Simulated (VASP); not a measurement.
# Cu (P2/m) in VASP: a series of runs

Cu is run at these levels: r2SCAN; tasks: single point.

Everything below comes from runs of VASP 6.6.1. Logs are shortened: lines on timing, memory, paths and dates and some standing lists are left out, and cuts for length are marked.

### 1 The cell of the first run

It takes space group P2/m (No. 10, monoclinic). The conventional cell has a = 11.570 Å, b = 2.238 Å, c = 22.224 Å, α = 90.00°, β = 101.93°, γ = 90.00°. Within 3.0 Å of Cu (site symmetry 2/m) lie 2 Cu at 2.24 Å.

### 2 Single point, r2SCAN

The input, POSCAR:

```
Cu
1.0
   11.5702540000      0.0000000000      0.0000000000
    0.0000000000      2.2382120000      0.0000000000
   -4.5956240000      0.0000000000     21.7433880000
Cu
1
Direct
    0.5000000000      0.5000000000      0.5000000000
```

The input, INCAR.step1:

```
PREC     = Accurate       # precision mode
ENCUT    = 520            # plane-wave cutoff, eV
ISMEAR   = 0              # smearing method
SIGMA    = 0.5            # smearing width, eV
LREAL    = F              # projectors in reciprocal space
LASPH    = T              # aspherical terms in the spheres
NELM     = 100            # most SCF steps
NBANDS   = 12             # bands
GGA      = PE             # functional
ALGO     = Normal         # electronic algorithm
EDIFF    = 1E-4           # SCF threshold, eV
LWAVE    = T              # write WAVECAR
LCHARG   = F              # write CHGCAR
```

The input, INCAR.step2:

```
PREC     = Accurate       # precision mode
ENCUT    = 520            # plane-wave cutoff, eV
EDIFF    = 1E-6           # SCF threshold, eV
ISMEAR   = 0              # smearing method
SIGMA    = 0.5            # smearing width, eV
LREAL    = F              # projectors in reciprocal space
LASPH    = T              # aspherical terms in the spheres
NELM     = 100            # most SCF steps
ALGO     = Normal         # electronic algorithm
ISIF     = 2              # what is computed and relaxed
LWAVE    = F              # write WAVECAR
LCHARG   = F              # write CHGCAR
METAGGA  = R2SCAN         # meta-GGA
LMIXTAU  = T            
NBANDS   = 12             # bands
ISTART   = 1
```

The input, KPOINTS:

```
regular mesh
0
Gamma
  3 15 2
```

Potentials or basis: VASP PAW PBE potentials, release 64 (Cu).

The run is started by

```
> cat potpaw_PBE.64/Cu/POTCAR > POTCAR
> cp INCAR.step1 INCAR
> mpirun -np 1 vasp_std > vasp.out
> cp INCAR.step2 INCAR
> mpirun -np 1 vasp_std > vasp.out
```

OUTCAR:

```text
PREC = Accurate
   ENCUT = 520
   EDIFF = 1E-6
   ISMEAR = 0
   LREAL = F
   LASPH = T
   NELM = 100
   ISIF = 2
   METAGGA = R2SCAN
   ISTART = 1

 ion  position               nearest neighbor table
   1  0.500  0.500  0.500-

  LATTYP: Found a simple monoclinic cell.
 ALAT       =    11.5702540000
 B/A-ratio  =     0.1934453643
 C/A-ratio  =     1.9207652137
 COS(beta)  =    -0.2067889433

  Lattice vectors:

 A1 = (  11.5702540000,   0.0000000000,   0.0000000000)
 A2 = (   0.0000000000,   2.2382120000,   0.0000000000)
 A3 = (  -4.5956240000,   0.0000000000,  21.7433880000)

Analysis of symmetry for initial positions (statically):
=====================================================================
 Subroutine PRICEL returns:
 Original cell was already a primitive cell.

 Routine SETGRP: Setting up the symmetry group for a
 simple monoclinic supercell.

 Subroutine GETGRP returns: Found  4 space group operations
 (whereof  4 operations were pure point group operations)
 out of a pool of  4 trial point group operations.

The static configuration has the point symmetry C_2h.

Analysis of symmetry for dynamics (positions and initial velocities):
=====================================================================
 Subroutine PRICEL returns:
 Original cell was already a primitive cell.

 Routine SETGRP: Setting up the symmetry group for a
 simple monoclinic supercell.

 Subroutine GETGRP returns: Found  4 space group operations
 (whereof  4 operations were pure point group operations)
 out of a pool of  4 trial point group operations.

The dynamic configuration has the point symmetry C_2h.

 Subroutine INISYM returns: Found  4 space group operations
 (whereof  4 operations are pure point group operations),
 and found     1 'primitive' translations

----------------------------------------------------------------------------------------

                                     Primitive cell

  volume of cell :     563.0816

  direct lattice vectors                    reciprocal lattice vectors
    11.570254000  0.000000000  0.000000000     0.086428526  0.000000000  0.018267301
     0.000000000  2.238212000  0.000000000     0.000000000  0.446785202  0.000000000
    -4.595624000  0.000000000 21.743388000     0.000000000  0.000000000  0.045990993

  length of vectors
    11.570254000  2.238212000 22.223741397     0.088337899  0.446785202  0.045990993

  position of ions in fractional coordinates (direct lattice)
     0.500000000  0.500000000  0.500000000

  ion indices of the primitive-cell ions
   primitive index   ion index
                 1           1

----------------------------------------------------------------------------------------

 KPOINTS: regular mesh

Automatic generation of k-mesh.
 Grid dimensions read from file:
 generate k-points for:    3   15    2

 Generating k-lattice:

  Cartesian coordinates                     Fractional coordinates (reciprocal lattice)
     0.028809509  0.000000000  0.006089100     0.333333333  0.000000000  0.000000000
     0.000000000  0.029785680  0.000000000     0.000000000  0.066666667  0.000000000
     0.000000000  0.000000000  0.022995496     0.000000000  0.000000000  0.500000000

  Length of vectors
     0.029445966  0.029785680  0.022995496

  Shift w.r.t. Gamma in fractional coordinates (k-lattice)
     0.000000000  0.000000000  0.000000000

 Subroutine IBZKPT returns following result:
 ===========================================

 Found     32 irreducible k-points:

 Following reciprocal coordinates:
            Coordinates               Weight
  0.000000  0.000000  0.000000      1.000000
  0.333333  0.000000  0.000000      2.000000
  0.000000  0.066667  0.000000      2.000000
  0.333333  0.066667  0.000000      4.000000
  0.000000  0.133333  0.000000      2.000000
  0.333333  0.133333  0.000000      4.000000
[... 16 lines left out ...]
  0.000000  0.200000  0.500000      2.000000
  0.333333  0.200000  0.500000      4.000000
 [... further k-points ...]
   k-points           NKPTS =     32   k-points in BZ     NKDIM =     32   number of bands    NBANDS=     12
   number of dos      NEDOS =    301   number of ions     NIONS =      1
   total plane-waves  NPLWV = 272160
   dimension x,y,z NGX =    90 NGY =   18 NGZ =  168
   dimension x,y,z NGXF=   180 NGYF=   36 NGZF=  336
   ions per type =               1
   NGX,Y,Z   is equivalent  to a cutoff of  12.93, 13.37, 12.57 a.u.
   NGXF,Y,Z  is equivalent  to a cutoff of  25.86, 26.74, 25.13 a.u.
 SYSTEM =  unknown system
   PREC   = accura    normal or accurate (medium, high low for compatibility)
   ISTART =      1    job   : 0-new  1-cont  2-samecut
   ICHARG =      0    charge: 1-file 2-atom 10-const
   ISPIN  =      1    spin polarized calculation?
   LNONCOLLINEAR =      F non collinear calculations
   LSORBIT =      F    spin-orbit coupling
   LASPH  =      T    aspherical Exc in radial PAW
   ENCUT  =  520.0 eV  38.22 Ry    6.18 a.u.  21.51  4.16 41.32*2*pi/ulx,y,z
   NELM   =    100;   NELMIN=  2; NELMDL=  0     # of ELM steps
   EDIFF  = 0.1E-05   stopping-criterion for ELM
   LREAL  =      F    real-space projection
   EDIFFG = 0.1E-04   stopping-criterion for IOM
   NSW    =      0    number of steps for IOM
   IBRION =     -1    ionic relax: 0-MD 1-quasi-New 2-CG
   NFREE  =      0    steps in history (QN), initial steepest desc. (CG)
   ISIF   =      2    stress and relaxation
   ISYM   =      2    0-nonsym 1-usesym 2-fastsym
   POTIM  = 0.5000    time-step for ionic-motion
   TEBEG  =    0.0;   TEEND  =   0.0 temperature during run
   PSTRESS=    0.0 pullay stress
   NELECT =      11.0000    total number of electrons
   NUPDOWN=      -1.0000    fix difference up-down
   EMIN   =  10.00;   EMAX   =-10.00  energy-range for DOS
   EFERMI =   0.00;   METHOD = LEGACY
   ISMEAR =     0;   SIGMA  =   0.50  broadening in eV -4-tet -1-fermi 0-gaus
   EFERMI_NEDOS =   21; number of points for ismear=-14 and -15
   IALGO  =     38    algorithm
   IMIX   =      4    mixing-type and parameters
     AMIX     =   0.40;   BMIX     =  1.00
     AMIX_MAG =   1.60;   BMIX_MAG =  1.00
  volume/ion in A,a.u.               =     563.08      3799.86
  Fermi-wavevector in a.u.,A,eV,Ry     =   0.440909  0.833197  2.644978  0.194400
  Thomas-Fermi vector in A             =   1.415886
   LORBIT       =      0    0 simple, 1 ext, 2 COOP (PROOUT), +10 PAW based schemes
   METAGGA = R2SCAN    functional components
   LHFCALC =     F    Hartree Fock is set to
   AEXX    =    0.0000 exact exchange contribution
   IVDW    =     0    specifies the selected vdW correction
   LEPSILON=     F    determine dielectric tensor
   LRPA    =     F    only Hartree local field effects (RPA)
 non-spin polarized calculation
 Gauss-broadening in eV      SIGMA  =   0.50
  energy-cutoff  :      520.00
  volume of cell :      563.08
 maximum number of plane-waves:     15244
 NGX is ok and might be reduce to    90
   NGX = 43   NGY =  9   NGZ = 83

 number of electron      11.0000002 magnetization

 Free energy of the ion-electron system (eV)
  ---------------------------------------------------
  ext. energy  EPLUGINS =         0.00000000
  ---------------------------------------------------
  free energy    TOTEN  =        -8.56470799 eV

  energy without entropy =       -8.44990489  energy(sigma->0) =       -8.50730644

 E-fermi :  -4.8982     XC(G=0):  -0.6809

 val. band max:       -5.0526553611   @ k =   0.3333   0.2667   0.0000
 cond. band min:      -3.9445498837   @ k =   0.0000   0.3333   0.5000
 fundamental gap:      1.1081054774
 Fermi energy:        -4.8981628795

 k-point     1 :       0.0000    0.0000    0.0000
  band No.  band energies     occupation
      1      -8.7848      2.00000
      2      -6.3504      1.99996
      3      -6.2175      1.99981
      4      -6.2167      1.99981
      5      -5.3097      1.75558
      6      -5.3094      1.75523
      7      -2.0118      0.00000
      8      -2.0058      0.00000
      9       0.1776      0.00000
     10       0.5421      0.00000
     11       0.5547      0.00000
     12       1.1952      0.00000

 k-point     2 :       0.3333    0.0000    0.0000
  band No.  band energies     occupation
      1      -8.7848      2.00000
      2      -6.3504      1.99996
      3      -6.2175      1.99981
      4      -6.2167      1.99981
      5      -5.3097      1.75558
      6      -5.3094      1.75523
      7      -2.0142      0.00000
      8      -2.0108      0.00000
      9       0.3387      0.00000
     10       0.5839      0.00000
     11       0.7524      0.00000
     12       0.7747      0.00000

 k-point     3 :       0.0000    0.0667    0.0000
  band No.  band energies     occupation
      1      -8.6196      2.00000
      2      -6.2801      1.99991
      3      -6.1989      1.99977
      4      -6.1980      1.99976
      5      -5.4360      1.87181
      6      -5.4357      1.87160
      7      -1.8069      0.00000
      8      -1.8004      0.00000
      9       0.3102      0.00000
     10       0.6748      0.00000
     11       0.6904      0.00000
     12       1.3283      0.00000
[... 286 lines left out ...]
 k-point    23 :       0.0000    0.2000    0.5000
  band No.  band energies     occupation
      1      -7.3983      2.00000
      2      -6.1311      1.99951
      3      -6.1308      1.99951
      4      -6.0686      1.99907
      5      -6.0678      1.99906
      6      -5.6941      1.97564
      7      -0.4085      0.00000
      8      -0.3984      0.00000
      9       1.4290      0.00000
     10       1.5230      0.00000
     11       2.0746      0.00000
     12       2.2237      0.00000

 k-point    24 :       0.3333    0.2000    0.5000
  band No.  band energies     occupation
      1      -7.3983      2.00000
      2      -6.1311      1.99951
      3      -6.1308      1.99951
      4      -6.0686      1.99907
      5      -6.0678      1.99906
      6      -5.6941      1.97563
      7      -0.4121      0.00000
      8      -0.4068      0.00000
      9       1.5805      0.00000
     10       1.6778      0.00000
     11       1.9556      0.00000
     12       2.0731      0.00000

 [... further k-points ...]

------------------------ aborting loop because EDIFF is reached ----------------------------------------

  FORCE on cell =-STRESS in cart. coord.  units (eV):
  Direction    XX          YY          ZZ          XY          YZ          ZX
  --------------------------------------------------------------------------------------
  -------------------------------------------------------------------------------------
  Total        0.0108002      0.3936232      0.0053661      0.0000000      0.0000000     -0.0025364
  in kB        0.0307306      1.1200050      0.0152687      0.0000000      0.0000000     -0.0072171
  external PRESSURE =       0.3886681 kB  Pullay stress =       0.0000000 kB

 VOLUME and BASIS-vectors are now :
 -----------------------------------------------------------------------------
  energy-cutoff  :      520.00
  volume of cell :      563.08
      direct lattice vectors                 reciprocal lattice vectors
    11.570254000  0.000000000  0.000000000     0.086428526  0.000000000  0.018267301
     0.000000000  2.238212000  0.000000000     0.000000000  0.446785202  0.000000000
    -4.595624000  0.000000000 21.743388000     0.000000000  0.000000000  0.045990993

 POSITION                                       TOTAL-FORCE (eV/Angst)
 -----------------------------------------------------------------------------------
      3.48732      1.11911     10.87169         0.000000      0.000000      0.000000
 -----------------------------------------------------------------------------------
    total drift:                                0.000000     -0.000000     -0.000000

  FREE ENERGIE OF THE ION-ELECTRON SYSTEM (eV)
  ---------------------------------------------------
  free  energy   TOTEN  =        -8.5647079914 eV

  energy  without entropy=       -8.4499048893  energy(sigma->0) =       -8.50730644
```

Wall time 6.1 min (1 thread of Intel Xeon 6975P-C (Granite Rapids), shared host); peak memory 0.73 GiB.

What came out:

```
Free energy : -8.5647 eV
Pressure    : 0.0 GPa
```

Caveat: the PAW data sets were made with another functional, which shifts forces and pressure a little.

[end of part 1 of 2]
